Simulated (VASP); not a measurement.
# H2C18O in VASP: further runs

H2C18O is run at these levels: PBEsol; tasks: single point.

All numbers are computed with VASP 6.6.1; they aren't measurements. Logs are shortened: lines on timing, memory, paths and dates and some standing lists are left out, and cuts for length are marked.

### Step 1. The cell of the first run

The cell holds a slab with vacuum, 21 atoms: a = 7.398 Å, b = 7.398 Å, c = 12.000 Å, α = 90.00°, β = 90.00°, γ = 120.00°.

### Step 2. Single point, PBEsol

Input file INCAR:

```
PREC     = Accurate       # precision mode
ENCUT    = 520            # plane-wave cutoff, eV
EDIFF    = 1E-6           # SCF threshold, eV
ISMEAR   = 0              # smearing method
SIGMA    = 0.05           # smearing width, eV
LREAL    = Auto         
LASPH    = True           # aspherical terms in the spheres
NELM     = 60             # most SCF steps
ALGO     = Normal         # electronic algorithm
ISIF     = 2              # what is computed and relaxed
LWAVE    = False          # write WAVECAR
LCHARG   = False          # write CHGCAR
GGA      = PS             # functional
NBANDS   = 56             # bands
```

Input file KPOINTS:

```
regular mesh
0
Gamma
  2 2 1
```

Input file POSCAR:

```
H2C18O
1.0
    7.3980000000      0.0000000000      0.0000000000
   -3.6990000000      6.4068560000      0.0000000000
    0.0000000000      0.0000000000     12.0000000000
C O H
18 1 2
Direct
   -0.0031879628     -0.0038088529      0.0629781349
    0.2216990095      0.1087189261      0.0630380734
   -0.0009203056      0.3314861515      0.0629091119
    0.2196109800      0.4417737899      0.0629220933
   -0.0012758038      0.6625925641      0.0629299841
    0.2198690891      0.7730446508      0.0629829226
    0.3322869726     -0.0019676989      0.0630959812
    0.5530873376      0.1084447814      0.0629606492
    0.3320882712      0.3293492684      0.0629231194
    0.5533309130      0.4399688386      0.0628344792
    0.3302400987      0.6628714474      0.0629111106
    0.5551483168      0.7753210129      0.0628836387
    0.6655138332     -0.0041397617      0.0628900680
    0.8866438280      0.1065647147      0.0629127307
    0.6637007310      0.3297497734      0.0628443665
    0.8885469740      0.4420587288      0.0628729529
    0.6657630678      0.6648430349      0.0628832729
    0.8862827722      0.7750736847      0.0629455748
    0.5093185782      0.1100839968      0.3432841081
    0.4775539455      0.1021537258      0.2641249545
    0.4067720539      0.1370847234      0.3782054730
```

Potentials or basis: VASP PAW PBE potentials, release 64 (C, O, H).

Command:

```console
$ cat potpaw_PBE.64/C/POTCAR potpaw_PBE.64/O/POTCAR potpaw_PBE.64/H/POTCAR > POTCAR
$ mpirun -np 1 vasp_std > vasp.out
```

OUTCAR:

```text
PREC = Accurate
   ENCUT = 520
   EDIFF = 1E-6
   ISMEAR = 0
   LREAL = Auto
   LASPH = True
   NELM = 60
   ISIF = 2
   GGA = PS

 ion  position               nearest neighbor table
   1  0.997  0.996  0.063-  14 1.41  18 1.42   2 1.44
   2  0.222  0.109  0.063-   9 1.41   7 1.42   1 1.44
   3  0.999  0.331  0.063-   4 1.41  16 1.42  14 1.44
   4  0.220  0.442  0.063-   3 1.41  11 1.42   9 1.44
   5  0.999  0.663  0.063-  16 1.41   6 1.42  18 1.44
   6  0.220  0.773  0.063-  11 1.41   5 1.42   7 1.44
[... 10 lines left out ...]
  17  0.666  0.665  0.063-  18 1.41  12 1.42  10 1.44
  18  0.886  0.775  0.063-  17 1.41   1 1.42   5 1.44
  19  0.509  0.110  0.343-  21 0.97  20 0.97
  20  0.478  0.102  0.264-  19 0.97
  21  0.407  0.137  0.378-  19 0.97

  LATTYP: Found a hexagonal cell.
 ALAT       =     7.3980000000
 C/A-ratio  =     1.6220600162

  Lattice vectors:

 A1 = (   7.3980000000,   0.0000000000,   0.0000000000)
 A2 = (  -3.6990000000,   6.4068560000,   0.0000000000)
 A3 = (   0.0000000000,   0.0000000000,  12.0000000000)

Analysis of symmetry for initial positions (statically):
=====================================================================
 Subroutine PRICEL returns:
 Original cell was already a primitive cell.

 Routine SETGRP: Setting up the symmetry group for a
 hexagonal supercell.

 Subroutine GETGRP returns: Found  1 space group operations
 (whereof  1 operations were pure point group operations)
 out of a pool of 24 trial point group operations.

The static configuration has the point symmetry C_1 .

Analysis of symmetry for dynamics (positions and initial velocities):
=====================================================================
 Subroutine PRICEL returns:
 Original cell was already a primitive cell.

 Routine SETGRP: Setting up the symmetry group for a
 hexagonal supercell.

 Subroutine GETGRP returns: Found  1 space group operations
 (whereof  1 operations were pure point group operations)
 out of a pool of 24 trial point group operations.

The dynamic configuration has the point symmetry C_1 .

 Subroutine INISYM returns: Found  1 space group operations
 (whereof  1 operations are pure point group operations),
 and found     1 'primitive' translations

----------------------------------------------------------------------------------------

                                     Primitive cell

  volume of cell :     568.7750

  direct lattice vectors                    reciprocal lattice vectors
     7.398000000  0.000000000  0.000000000     0.135171668  0.078041398  0.000000000
    -3.699000000  6.406856000  0.000000000     0.000000000  0.156082796  0.000000000
     0.000000000  0.000000000 12.000000000     0.000000000  0.000000000  0.083333333

  length of vectors
     7.398000000  7.398000054 12.000000000     0.156082797  0.156082796  0.083333333

  position of ions in fractional coordinates (direct lattice)
     0.996812037  0.996191147  0.062978135
     0.221699009  0.108718926  0.063038073
     0.999079694  0.331486152  0.062909112
     0.219610980  0.441773790  0.062922093
     0.998724196  0.662592564  0.062929984
     0.219869089  0.773044651  0.062982923
[... 13 lines left out ...]
     0.477553945  0.102153726  0.264124954
     0.406772054  0.137084723  0.378205473

  ion indices of the primitive-cell ions
   primitive index   ion index
                 1           1
                 2           2
                 3           3
                 4           4
                 5           5
                 6           6
[... 13 lines left out ...]
                20          20
                21          21

----------------------------------------------------------------------------------------

 KPOINTS: regular mesh

Automatic generation of k-mesh.
 Grid dimensions read from file:
 generate k-points for:    2    2    1

 Generating k-lattice:

  Cartesian coordinates                     Fractional coordinates (reciprocal lattice)
     0.067585834  0.039020699  0.000000000     0.500000000  0.000000000  0.000000000
     0.000000000  0.078041398  0.000000000     0.000000000  0.500000000  0.000000000
     0.000000000  0.000000000  0.083333333     0.000000000  0.000000000  1.000000000

  Length of vectors
     0.078041399  0.078041398  0.083333333

  Shift w.r.t. Gamma in fractional coordinates (k-lattice)
     0.000000000  0.000000000  0.000000000

 Subroutine IBZKPT returns following result:
 ===========================================

 Found      4 irreducible k-points:

 Following reciprocal coordinates:
            Coordinates               Weight
  0.000000  0.000000  0.000000      1.000000
  0.500000  0.000000  0.000000      1.000000
  0.000000  0.500000  0.000000      1.000000
  0.500000  0.500000  0.000000      1.000000
   k-points           NKPTS =      4   k-points in BZ     NKDIM =      4   number of bands    NBANDS=     56
   number of dos      NEDOS =    301   number of ions     NIONS =     21
   total plane-waves  NPLWV = 282240
   dimension x,y,z NGX =    56 NGY =   56 NGZ =   90
   dimension x,y,z NGXF=   112 NGYF=  112 NGZF=  180
   ions per type =              18   1   2
   NGX,Y,Z   is equivalent  to a cutoff of  12.58, 12.58, 12.47 a.u.
   NGXF,Y,Z  is equivalent  to a cutoff of  25.17, 25.17, 24.94 a.u.
 SYSTEM =  unknown system
   PREC   = accura    normal or accurate (medium, high low for compatibility)
   ISTART =      0    job   : 0-new  1-cont  2-samecut
   ICHARG =      2    charge: 1-file 2-atom 10-const
   ISPIN  =      1    spin polarized calculation?
   LNONCOLLINEAR =      F non collinear calculations
   LSORBIT =      F    spin-orbit coupling
   LASPH  =      T    aspherical Exc in radial PAW
   ENCUT  =  520.0 eV  38.22 Ry    6.18 a.u.  13.76 13.76 22.31*2*pi/ulx,y,z
   NELM   =     60;   NELMIN=  2; NELMDL= -5     # of ELM steps
   EDIFF  = 0.1E-05   stopping-criterion for ELM
   LREAL  =      T    real-space projection
   EDIFFG = 0.1E-04   stopping-criterion for IOM
   NSW    =      0    number of steps for IOM
   IBRION =     -1    ionic relax: 0-MD 1-quasi-New 2-CG
   NFREE  =      0    steps in history (QN), initial steepest desc. (CG)
   ISIF   =      2    stress and relaxation
   ISYM   =      2    0-nonsym 1-usesym 2-fastsym
   POTIM  = 0.5000    time-step for ionic-motion
   TEBEG  =    0.0;   TEEND  =   0.0 temperature during run
   PSTRESS=    0.0 pullay stress
   NELECT =      80.0000    total number of electrons
   NUPDOWN=      -1.0000    fix difference up-down
   EMIN   =  10.00;   EMAX   =-10.00  energy-range for DOS
   EFERMI =   0.00;   METHOD = LEGACY
   ISMEAR =     0;   SIGMA  =   0.05  broadening in eV -4-tet -1-fermi 0-gaus
   EFERMI_NEDOS =   21; number of points for ismear=-14 and -15
   IALGO  =     38    algorithm
   IMIX   =      4    mixing-type and parameters
     AMIX     =   0.40;   BMIX     =  1.00
     AMIX_MAG =   1.60;   BMIX_MAG =  1.00
  volume/ion in A,a.u.               =      27.08       182.78
  Fermi-wavevector in a.u.,A,eV,Ry     =   0.851382  1.608879  9.862209  0.724852
  Thomas-Fermi vector in A             =   1.967507
   LORBIT       =      0    0 simple, 1 ext, 2 COOP (PROOUT), +10 PAW based schemes
   GGA     = PS    functional components
   LHFCALC =     F    Hartree Fock is set to
   AEXX    =    0.0000 exact exchange contribution
   IVDW    =     0    specifies the selected vdW correction
   LEPSILON=     F    determine dielectric tensor
   LRPA    =     F    only Hartree local field effects (RPA)
 non-spin polarized calculation
 Gauss-broadening in eV      SIGMA  =   0.05
  energy-cutoff  :      520.00
  volume of cell :      568.78
 maximum number of plane-waves:     15363
 NGX is ok and might be reduce to    56
   NGX = 27   NGY = 27   NGZ = 45

 number of electron      79.9999998 magnetization

 Free energy of the ion-electron system (eV)
  ---------------------------------------------------
  ext. energy  EPLUGINS =         0.00000000
  ---------------------------------------------------
  free energy    TOTEN  =      -187.45327819 eV

  energy without entropy =     -187.45303171  energy(sigma->0) =     -187.45315495

 E-fermi :  -1.8686     XC(G=0):  -4.0750

 val. band max:       -1.9715921182   @ k =   0.0000   0.0000   0.0000
 cond. band min:      -1.7640024197   @ k =   0.0000   0.0000   0.0000
 fundamental gap:      0.2075896985
 Fermi energy:        -1.8686205473

 k-point     1 :       0.0000    0.0000    0.0000
  band No.  band energies     occupation
      1     -22.3177      2.00000
      2     -21.3531      2.00000
      3     -18.8697      2.00000
      4     -18.8389      2.00000
      5     -18.7420      2.00000
      6     -18.7299      2.00000
[... 44 lines left out ...]
     51       3.3101      0.00000
     52       4.3782      0.00000

 k-point     2 :       0.5000    0.0000    0.0000
  band No.  band energies     occupation
      1     -22.3175      2.00000
      2     -20.7096      2.00000
      3     -20.6889      2.00000
      4     -19.4494      2.00000
      5     -19.3613      2.00000
      6     -16.9539      2.00000
[... 44 lines left out ...]
     51       4.0649      0.00000
     52       4.2447      0.00000

 k-point     3 :       0.0000    0.5000    0.0000
  band No.  band energies     occupation
      1     -22.3175      2.00000
      2     -20.7097      2.00000
      3     -20.6888      2.00000
      4     -19.4514      2.00000
      5     -19.3592      2.00000
      6     -16.9584      2.00000
[... 44 lines left out ...]
     51       4.0748      0.00000
     52       4.2706      0.00000

 k-point     4 :       0.5000    0.5000    0.0000
  band No.  band energies     occupation
      1     -22.3175      2.00000
      2     -20.7087      2.00000
      3     -20.6898      2.00000
      4     -19.4524      2.00000
      5     -19.3580      2.00000
      6     -16.9600      2.00000
[... 44 lines left out ...]
     51       4.0599      0.00000
     52       4.2533      0.00000
 [bands above 52 left out]

------------------------ aborting loop because EDIFF is reached ----------------------------------------

  FORCE on cell =-STRESS in cart. coord.  units (eV):
  Direction    XX          YY          ZZ          XY          YZ          ZX
  --------------------------------------------------------------------------------------
  -------------------------------------------------------------------------------------
  Total       -1.9100913     -1.9465280      0.0397933     -0.0097521      0.0271982     -0.0697238
  in kB       -5.3805192     -5.4831572      0.1120933     -0.0274707      0.0766144     -0.1964043
  external PRESSURE =      -3.5838610 kB  Pullay stress =       0.0000000 kB

 VOLUME and BASIS-vectors are now :
 -----------------------------------------------------------------------------
  energy-cutoff  :      520.00
  volume of cell :      568.78
      direct lattice vectors                 reciprocal lattice vectors
     7.398000000  0.000000000  0.000000000     0.135171668  0.078041398  0.000000000
    -3.699000000  6.406856000  0.000000000     0.000000000  0.156082796  0.000000000
     0.000000000  0.000000000 12.000000000     0.000000000  0.000000000  0.083333333

 POSITION                                       TOTAL-FORCE (eV/Angst)
 -----------------------------------------------------------------------------------
      3.68950      6.38245      0.75574         0.004114      0.019901     -0.003209
      1.23798      0.69655      0.75646        -0.015365     -0.001585      0.001698
      6.16502      2.12378      0.75491         0.010104     -0.012246     -0.000325
     -0.00944      2.83038      0.75507         0.005649     -0.009478      0.001216
      4.93763      4.24514      0.75516        -0.004235      0.000814     -0.000905
     -1.23290      4.95279      0.75580         0.006132      0.005534     -0.002123
[... 13 lines left out ...]
      3.15508      0.65448      3.16950         0.011391     -0.018822     -0.168826
      2.50222      0.87828      4.53847        -0.103046      0.023168      0.107050
 -----------------------------------------------------------------------------------
    total drift:                               -0.007258      0.013451     -0.049489

  FREE ENERGIE OF THE ION-ELECTRON SYSTEM (eV)
  ---------------------------------------------------
  free  energy   TOTEN  =      -187.4532781888 eV

  energy  without entropy=     -187.4530317083  energy(sigma->0) =     -187.45315495
```

Run time: 3.1 min. Hardware: 1 thread of AMD EPYC 9R45 (Zen 5), shared host; peak memory 0.56 GiB.

Results:

```yaml
Free_energy: -187.4533 eV
Largest_force: 0.170 eV/Å
Band_gap_on_the_k_mesh: 0.21 eV
```

Forces on the atoms (eV/Å):
```
C    0.004  0.020 -0.003
C   -0.015 -0.002  0.002
C    0.010 -0.012  0.000
C    0.006 -0.009  0.001
C   -0.004  0.001 -0.001
C    0.006  0.006 -0.002
C    0.005 -0.015  0.002
C    0.015 -0.003  0.002
C   -0.021  0.006 -0.001
C    0.007  0.007 -0.002
C    0.006  0.004  0.000
C   -0.018 -0.001 -0.001
C   -0.013  0.007  0.001
C    0.003  0.017  0.001
C    0.009  0.010  0.001
C   -0.010  0.000 -0.004
C    0.004 -0.017 -0.002
C    0.007 -0.013  0.000
O    0.092 -0.009  0.068
H    0.011 -0.019 -0.169
H   -0.103  0.023  0.107
```

Caveat: the k points lie up to 0.49 Å⁻¹ apart; the PAW data sets were made with another functional, which shifts forces and pressure a little.

[end of part 1 of 2]
